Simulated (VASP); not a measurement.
# Pt (P6_3/mmc) in VASP: further runs

Pt is run at these levels: PBEsol; tasks: single point.

Everything below comes from runs of VASP 6.6.1. Logs are shortened: lines on timing, memory, paths and dates and some standing lists are left out, and cuts for length are marked.

**1. The cell of the first run**

The structure is hexagonal, space group P6_3/mmc (No. 194). The conventional cell has a = 2.914 Å, b = 2.914 Å, c = 4.300 Å, α = 90.00°, β = 90.00°, γ = 120.00°. Within 3.6 Å of Pt (site symmetry -6m2) lie 12 Pt at 2.73 to 2.91 Å.

This isn't the form of Pt at room conditions, which is fcc.

**2. Single point, PBEsol**

Input file INCAR:

```
ALGO = Fast ; EDIFF = 1E-6
ENCUT = 520 ; GGA = PS
ISIF = 2 ; ISMEAR = 0
LASPH = True ; LCHARG = True
LELF = True ; LREAL = False
LVHAR = True ; LWAVE = False
NBANDS = 17 ; NELM = 80
PREC = Accurate ; SIGMA = 0.15
```

Input file KPOINTS:

```
k-points
0
Gamma
  24 24 12
```

Input file POSCAR:

```
Pt
1.0
    2.9143441186      0.0000000000      0.0000000000
   -1.4571720593      2.5238960421      0.0000000000
    0.0000000000      0.0000000000      4.3000638469
Pt
2
Direct
    0.6666666667      0.3333333333      0.7500000000
    0.3333333333      0.6666666667      0.2500000000
```

Potentials or basis: VASP PAW PBE potentials, release 64 (Pt).

Launch:

```
$ cat potpaw_PBE.64/Pt/POTCAR > POTCAR
$ mpirun -np 1 vasp_std > vasp.out
```

OUTCAR:

```text
EDIFF = 1E-6
   ENCUT = 520
   GGA = PS
   ISIF = 2
   ISMEAR = 0
   LASPH = True
   LREAL = False
   NELM = 80
   PREC = Accurate

 ion  position               nearest neighbor table
   1  0.667  0.333  0.750-   2 2.73   2 2.73   2 2.73   2 2.73   2 2.73   2 2.73
   2  0.333  0.667  0.250-   1 2.73   1 2.73   1 2.73   1 2.73   1 2.73   1 2.73

  LATTYP: Found a hexagonal cell.
 ALAT       =     2.9143441186
 C/A-ratio  =     1.4754825346

  Lattice vectors:

 A1 = (   2.9143441186,   0.0000000000,   0.0000000000)
 A2 = (  -1.4571720593,   2.5238960421,   0.0000000000)
 A3 = (   0.0000000000,   0.0000000000,   4.3000638469)

Analysis of symmetry for initial positions (statically):
=====================================================================
 Subroutine PRICEL returns:
 Original cell was already a primitive cell.

 Routine SETGRP: Setting up the symmetry group for a
 hexagonal supercell.

 Subroutine GETGRP returns: Found 24 space group operations
 (whereof 12 operations were pure point group operations)
 out of a pool of 24 trial point group operations.

The static configuration has the point symmetry D_3d.
 The point group associated with its full space group is D_6h.

Analysis of symmetry for dynamics (positions and initial velocities):
=====================================================================
 Subroutine PRICEL returns:
 Original cell was already a primitive cell.

 Routine SETGRP: Setting up the symmetry group for a
 hexagonal supercell.

 Subroutine GETGRP returns: Found 24 space group operations
 (whereof 12 operations were pure point group operations)
 out of a pool of 24 trial point group operations.

The dynamic configuration has the point symmetry D_3d.
 The point group associated with its full space group is D_6h.

 Subroutine INISYM returns: Found 24 space group operations
 (whereof 12 operations are pure point group operations),
 and found     1 'primitive' translations

----------------------------------------------------------------------------------------

                                     Primitive cell

  volume of cell :      31.6291

  direct lattice vectors                    reciprocal lattice vectors
     2.914344119  0.000000000  0.000000000     0.343130378  0.198106416  0.000000000
    -1.457172059  2.523896042  0.000000000     0.000000000  0.396212833  0.000000000
     0.000000000  0.000000000  4.300063847     0.000000000  0.000000000  0.232554687

  length of vectors
     2.914344119  2.914344119  4.300063847     0.396212833  0.396212833  0.232554687

  position of ions in fractional coordinates (direct lattice)
     0.666666667  0.333333333  0.750000000
     0.333333333  0.666666667  0.250000000

  ion indices of the primitive-cell ions
   primitive index   ion index
                 1           1
                 2           2

----------------------------------------------------------------------------------------

 KPOINTS: k-points

Automatic generation of k-mesh.
 Grid dimensions read from file:
 generate k-points for:   24   24   12

 Generating k-lattice:

  Cartesian coordinates                     Fractional coordinates (reciprocal lattice)
     0.014297099  0.008254434  0.000000000     0.041666667  0.000000000  0.000000000
     0.000000000  0.016508868  0.000000000     0.000000000  0.041666667  0.000000000
     0.000000000  0.000000000  0.019379557     0.000000000  0.000000000  0.083333333

  Length of vectors
     0.016508868  0.016508868  0.019379557

  Shift w.r.t. Gamma in fractional coordinates (k-lattice)
     0.000000000  0.000000000  0.000000000

 Subroutine IBZKPT returns following result:
 ===========================================

 Found    427 irreducible k-points:

 Following reciprocal coordinates:
            Coordinates               Weight
  0.000000  0.000000  0.000000      1.000000
  0.041667  0.000000  0.000000      6.000000
  0.083333  0.000000  0.000000      6.000000
  0.125000  0.000000  0.000000      6.000000
  0.166667  0.000000  0.000000      6.000000
  0.208333 -0.000000  0.000000      6.000000
[... 16 lines left out ...]
  0.416667  0.041667  0.000000     12.000000
  0.458333  0.041667  0.000000     12.000000
 [... further k-points ...]
   k-points           NKPTS =    427   k-points in BZ     NKDIM =    427   number of bands    NBANDS=     17
   number of dos      NEDOS =    301   number of ions     NIONS =      2
   total plane-waves  NPLWV =  18432
   dimension x,y,z NGX =    24 NGY =   24 NGZ =   32
   dimension x,y,z NGXF=    48 NGYF=   48 NGZF=   64
   ions per type =               2
   NGX,Y,Z   is equivalent  to a cutoff of  13.69, 13.69, 12.37 a.u.
   NGXF,Y,Z  is equivalent  to a cutoff of  27.38, 27.38, 24.74 a.u.
 SYSTEM =  unknown system
   PREC   = accura    normal or accurate (medium, high low for compatibility)
   ISTART =      0    job   : 0-new  1-cont  2-samecut
   ICHARG =      2    charge: 1-file 2-atom 10-const
   ISPIN  =      1    spin polarized calculation?
   LNONCOLLINEAR =      F non collinear calculations
   LSORBIT =      F    spin-orbit coupling
   LASPH  =      T    aspherical Exc in radial PAW
   ENCUT  =  520.0 eV  38.22 Ry    6.18 a.u.   5.42  5.42  8.00*2*pi/ulx,y,z
   NELM   =     80;   NELMIN=  2; NELMDL= -5     # of ELM steps
   EDIFF  = 0.1E-05   stopping-criterion for ELM
   LREAL  =      F    real-space projection
   EDIFFG = 0.1E-04   stopping-criterion for IOM
   NSW    =      0    number of steps for IOM
   IBRION =     -1    ionic relax: 0-MD 1-quasi-New 2-CG
   NFREE  =      0    steps in history (QN), initial steepest desc. (CG)
   ISIF   =      2    stress and relaxation
   ISYM   =      2    0-nonsym 1-usesym 2-fastsym
   POTIM  = 0.5000    time-step for ionic-motion
   TEBEG  =    0.0;   TEEND  =   0.0 temperature during run
   PSTRESS=    0.0 pullay stress
   NELECT =      20.0000    total number of electrons
   NUPDOWN=      -1.0000    fix difference up-down
   EMIN   =  10.00;   EMAX   =-10.00  energy-range for DOS
   EFERMI =   0.00;   METHOD = LEGACY
   ISMEAR =     0;   SIGMA  =   0.15  broadening in eV -4-tet -1-fermi 0-gaus
   EFERMI_NEDOS =   21; number of points for ismear=-14 and -15
   IALGO  =     68    algorithm
   IMIX   =      4    mixing-type and parameters
     AMIX     =   0.40;   BMIX     =  1.00
     AMIX_MAG =   1.60;   BMIX_MAG =  1.00
  volume/ion in A,a.u.               =      15.81       106.72
  Fermi-wavevector in a.u.,A,eV,Ry     =   1.405149  2.655347 26.863944  1.974444
  Thomas-Fermi vector in A             =   2.527639
   LORBIT       =      0    0 simple, 1 ext, 2 COOP (PROOUT), +10 PAW based schemes
   GGA     = PS    functional components
   LHFCALC =     F    Hartree Fock is set to
   AEXX    =    0.0000 exact exchange contribution
   IVDW    =     0    specifies the selected vdW correction
   LEPSILON=     F    determine dielectric tensor
   LRPA    =     F    only Hartree local field effects (RPA)
 non-spin polarized calculation
 RMM-DIIS sequential band-by-band and
 Gauss-broadening in eV      SIGMA  =   0.15
  energy-cutoff  :      520.00
  volume of cell :       31.63
 maximum number of plane-waves:       883
 NGX is ok and might be reduce to    24

 number of electron      19.9999999 magnetization

 Free energy of the ion-electron system (eV)
  ---------------------------------------------------
  ext. energy  EPLUGINS =         0.00000000
  ---------------------------------------------------
  free energy    TOTEN  =       -13.61653595 eV

  energy without entropy =      -13.57042664  energy(sigma->0) =      -13.59348130

 E-fermi :  10.2468     XC(G=0): -13.3360

 val. band max:       10.2452724602   @ k =   0.3333   0.1667   0.1667
 cond. band min:      10.2477318377   @ k =   0.1667   0.0417   0.0833
 fundamental gap:      0.0024593775
 Fermi energy:        10.2467783000

 k-point     1 :       0.0000    0.0000    0.0000
  band No.  band energies     occupation
      1       0.4311      2.00000
      2       3.5323      2.00000
      3       6.8223      2.00000
      4       6.8223      2.00000
      5       7.2763      2.00000
      6       7.2763      2.00000
[... 9 lines left out ...]
     16      28.1396      0.00000
     17      28.9126      0.00000

 k-point     2 :       0.0417    0.0000    0.0000
  band No.  band energies     occupation
      1       0.4855      2.00000
      2       3.5728      2.00000
      3       6.7383      2.00000
      4       6.8623      2.00000
      5       7.2404      2.00000
      6       7.2458      2.00000
[... 9 lines left out ...]
     16      28.1853      0.00000
     17      28.6423      0.00000

 k-point     3 :       0.0833    0.0000    0.0000
  band No.  band energies     occupation
      1       0.6471      2.00000
      2       3.6897      2.00000
      3       6.5506      2.00000
      4       6.9811      2.00000
      5       7.1237      2.00000
      6       7.1598      2.00000
[... 9 lines left out ...]
     16      27.8643      0.00000
     17      28.3951      0.00000

 k-point     4 :       0.1250    0.0000    0.0000
  band No.  band energies     occupation
      1       0.9103      2.00000
      2       3.8682      2.00000
      3       6.3318      2.00000
      4       6.9045      2.00000
      5       7.0316      2.00000
      6       7.1752      2.00000
[... 9 lines left out ...]
     16      26.9302      0.00000
     17      28.4960      0.00000
[... 343 lines left out ...]
      1       3.6281      2.00000
      2       4.1720      2.00000
      3       4.7363      2.00000
      4       6.1138      2.00000
      5       6.5068      2.00000
      6       7.4763      2.00000
[... 9 lines left out ...]
     16      22.9747      0.00000
     17      24.7139      0.00000

 k-point    23 :       0.4167    0.0417    0.0000
  band No.  band energies     occupation
      1       3.8097      2.00000
      2       4.0885      2.00000
      3       4.5885      2.00000
      4       6.0513      2.00000
      5       6.7705      2.00000
      6       7.4404      2.00000
[... 9 lines left out ...]
     16      21.8219      0.00000
     17      24.4118      0.00000

 k-point    24 :       0.4583    0.0417    0.0000
  band No.  band energies     occupation
      1       3.8976      2.00000
      2       4.0377      2.00000
      3       4.5141      2.00000
      4       6.0195      2.00000
      5       6.9372      2.00000
      6       7.4224      2.00000
[... 9 lines left out ...]
     16      21.1191      0.00000
     17      24.2343      0.00000

 [... further k-points ...]
[... 5 lines left out ...]
  --------------------------------------------------------------------------------------
  -------------------------------------------------------------------------------------
  Total       -2.2791842     -2.2791842     -0.4132744     -0.0000000      0.0000000      0.0000000
  in kB     -115.4523599   -115.4523599    -20.9344668     -0.0000000      0.0000000      0.0000000
  external PRESSURE =     -83.9463955 kB  Pullay stress =       0.0000000 kB

 VOLUME and BASIS-vectors are now :
 -----------------------------------------------------------------------------
  energy-cutoff  :      520.00
  volume of cell :       31.63
      direct lattice vectors                 reciprocal lattice vectors
     2.914344119  0.000000000  0.000000000     0.343130378  0.198106416  0.000000000
    -1.457172059  2.523896042  0.000000000     0.000000000  0.396212833  0.000000000
     0.000000000  0.000000000  4.300063847     0.000000000  0.000000000  0.232554687

 POSITION                                       TOTAL-FORCE (eV/Angst)
 -----------------------------------------------------------------------------------
      1.45717      0.84130      3.22505        -0.000000     -0.000000      0.000000
     -0.00000      1.68260      1.07502         0.000000      0.000000      0.000000
 -----------------------------------------------------------------------------------
    total drift:                               -0.000000      0.000000     -0.000000

  FREE ENERGIE OF THE ION-ELECTRON SYSTEM (eV)
  ---------------------------------------------------
  free  energy   TOTEN  =       -13.6165359521 eV

  energy  without entropy=      -13.5704266425  energy(sigma->0) =      -13.59348130
```

Run time: 67 s. Hardware: 1 thread of Intel Xeon 6975P-C (Granite Rapids), shared host; peak memory 0.3 GiB.

Results:

| Item | Value |
| --- | --- |
| Free energy | -13.6165 eV |
| Pressure | -8.4 GPa |
| Band gap on the k mesh | zero (bands 10 and 11 overlap by 1.28 eV) |

Caveat: the cell stands under tension; the PAW data sets were made with another functional, which shifts forces and pressure a little; spin-orbit coupling is left out, which moves the levels of the heavy elements.

**3. Single point, PBEsol**

This run uses another cell than the first one, of the same volume but with other edges.

Input file INCAR:

```
SYSTEM = Pt
PREC = Accurate
ENCUT = 520
EDIFF = 1E-6
ISMEAR = 0
SIGMA = 0.15
LREAL = .FALSE.
LASPH = .TRUE.
NELM = 100
ALGO = Fast
ISIF = 2
LWAVE = .FALSE.
LCHARG = .FALSE.
GGA = PS
NBANDS = 17
```

Input file KPOINTS:

```
Automatic mesh
0
G
  24 24 12
  0 0 0
```

Input file POSCAR:

```
Pt
1.0
    2.5978858081      0.0000000000      0.0000000000
   -1.2989429041      2.2498351060      0.0000000000
    0.0000000000      0.0000000000      5.4114848991
Pt
2
Direct
    0.6666666667      0.3333333333      0.7500000000
    0.3333333333      0.6666666667      0.2500000000
```

Potentials or basis: VASP PAW PBE potentials, release 64 (Pt).

Launch:

```
$ cat potpaw_PBE.64/Pt/POTCAR > POTCAR
$ mpirun -np 1 vasp_std > vasp.out
```

Wall time 80 s (1 thread of Intel Xeon 6975P-C (Granite Rapids), shared host); peak memory 0.3 GiB.

Results (log left out):

- Free energy: -13.2937 eV
- Pressure: 5.5 GPa
- Band gap on the k mesh: zero (bands 10 and 11 overlap by 1.97 eV)

Stress tensor (GPa, compression positive):
```
 19.47   0.00   0.00
  0.00  19.47   0.00
  0.00   0.00 -22.30
```

Levels at points of the mesh, in eV from the Fermi level:
```tsv
k point	band 7	band 8	band 9	band 10	band 11	band 12	band 13	band 14
(0.00, 0.00, 0.00)	-3.47	-1.66	-0.60	-0.60	0.09	0.09	2.46	12.24
(0.50, 0.00, 0.00)	-1.77	-0.33	1.26	1.31	2.46	3.99	7.82	7.86
(0.00, 0.00, 0.50)	-3.56	-3.56	-0.23	-0.23	-0.23	-0.23	8.13	8.13
(0.50, 0.00, 0.50)	-0.90	-0.90	1.29	1.29	1.83	1.83	7.64	7.64
```

Caveat: the cell stands under pressure; the PAW data sets were made with another functional, which shifts forces and pressure a little; spin-orbit coupling is left out, which moves the levels of the heavy elements.

**4. Single point, PBEsol**

This run uses another cell than the first one, of the same volume but with other edges.

Input file INCAR:

```
PREC = Accurate
ENCUT = 520
EDIFF = 1E-6
ISMEAR = 0
SIGMA = 0.15
LREAL = F
LASPH = T
NELM = 80
ALGO = Fast
ISIF = 2
LWAVE = F
LCHARG = F
GGA = PS
NBANDS = 17
```

Input file KPOINTS:

```
Automatic mesh
0
Gamma
  24 24 12
```

Input file POSCAR:

```
Pt
1.0
    2.8384714500      0.0000000000      0.0000000000
   -1.4192357250      2.4581883836      0.0000000000
    0.0000000000      0.0000000000      4.5330186417
Pt
2
Direct
    0.6666666667      0.3333333333      0.7500000000
    0.3333333333      0.6666666667      0.2500000000
```

Launch:

```
$ cat potpaw_PBE.64/Pt/POTCAR > POTCAR
$ mpirun -np 1 vasp_std > vasp.out
```

Wall time 74 s (1 thread of Intel Xeon 6975P-C (Granite Rapids), shared host); peak memory 0.3 GiB.

The run converged. Its results:

- Free energy: -13.7130 eV
- Pressure: -11.0 GPa
- Band gap on the k mesh: zero (bands 10 and 11 overlap by 1.16 eV)

Stress tensor (GPa, compression positive):
```
-14.00   0.00   0.00
  0.00 -14.00   0.00
  0.00   0.00  -5.10
```

Levels at points of the mesh, in eV from the Fermi level:
| k point | band 8 | band 9 | band 10 | band 11 | band 12 | band 13 |
| --- | --- | --- | --- | --- | --- | --- |
| (0.00, 0.00, 0.00) | -2.39 | -2.39 | -0.29 | -0.29 | -0.17 | 5.68 |
| (0.50, 0.00, 0.00) | -0.09 | 0.23 | 0.24 | 2.02 | 3.31 | 7.55 |
| (0.00, 0.00, 0.50) | -3.52 | -0.87 | -0.87 | -0.87 | -0.87 | 13.47 |
| (0.50, 0.00, 0.50) | -0.93 | 0.11 | 0.11 | 1.61 | 1.61 | 6.11 |

Caveat: the cell stands under tension; the PAW data sets were made with another functional, which shifts forces and pressure a little; spin-orbit coupling is left out, which moves the levels of the heavy elements.

**5. Overview**

```tsv
cell	gap on the mesh (eV)	pressure (GPa)
a = 2.914, b = 2.914, c = 4.300 Å, angles 90.0, 90.0, 120.0°, 2 atoms	none	-8.4
a = 2.598, b = 2.598, c = 5.411 Å, angles 90.0, 90.0, 120.0°, 2 atoms	none	5.5
a = 2.838, b = 2.838, c = 4.533 Å, angles 90.0, 90.0, 120.0°, 2 atoms	none	-11.0
```

Alike in all rows: task single point; level PBEsol; potentials or basis VASP PAW PBE potentials, release 64 (Pt); no spin polarisation; k mesh 24 × 24 × 12; cutoff (eV) 520; smearing gaussian 0.15 eV.

Caveats: the PAW data sets were made with another functional, which shifts forces and pressure a little; spin-orbit coupling is left out, which moves the levels of the heavy elements; the cell stands under tension (at least some runs); the cell stands under pressure (at least some runs).

Total energies depend on the potentials used, so only differences within one code and one set of settings carry meaning.
